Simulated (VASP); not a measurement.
Wanted: the native input for a VASP 6.6.1 run.

```yaml
Task: electric field gradients
Functional: LDA
Potentials_or_basis: VASP PAW LDA potentials, release 64 (Ga_d)
Cutoff: 520 eV
k_mesh: 12 × 12 × 10
Occupations: fermi-dirac, width 0.08 eV
Spin: no spin polarisation
Dipole_correction: no
Further_INCAR_settings: ALGO = Normal; EDIFF = 1e-08; NBANDS = 20
```

The structure of Ga lies in POSCAR:

```
Ga
1.0
    1.4500000000     -4.0650000000      0.0000000000
    1.4500000000      4.0650000000      0.0000000000
    0.0000000000      0.0000000000      3.1700000000
Ga
2
Direct
    0.8670000000      0.1330000000      0.2500000000
    0.1330000000      0.8670000000      0.7500000000
```

These files were run (other wordings do the same):

INCAR

```
SYSTEM = Ga
PREC = Accurate
ENCUT = 520
EDIFF = 1E-8
ISMEAR = -1
SIGMA = 0.08
LREAL = .False.
LASPH = .True.
NELM = 60
ALGO = Normal
ISIF = 2
LWAVE = .False.
LCHARG = .False.
LEFG = .True.
NBANDS = 20
```

KPOINTS

```
Automatic mesh
0
Gamma
  12 12 10
  0 0 0
```

Potentials or basis: VASP PAW LDA potentials, release 64 (Ga_d).

The run is started by

```console
$ cat potpaw_LDA.64/Ga_d/POTCAR > POTCAR
$ mpirun -np 1 vasp_std > vasp.out
```

It gave:

```json
{
 "Pressure": "-3.7 GPa",
 "Largest force": "0.181 eV/Å",
 "Band gap on the k mesh": "zero (bands 13 and 14 overlap by 9.29 eV)",
 "Largest electric field gradient by atom": "Ga -27.6 V/Å²"
}
```

Caveat: the cell stands under tension; without QUAD_EFG the Cq values of the log hold for a quadrupole moment of 1 mb, not for the nuclei.

Run time: 3.3 min on 1 thread of Intel Xeon 8259CL, on a shared host, peak memory 0.26 GiB.
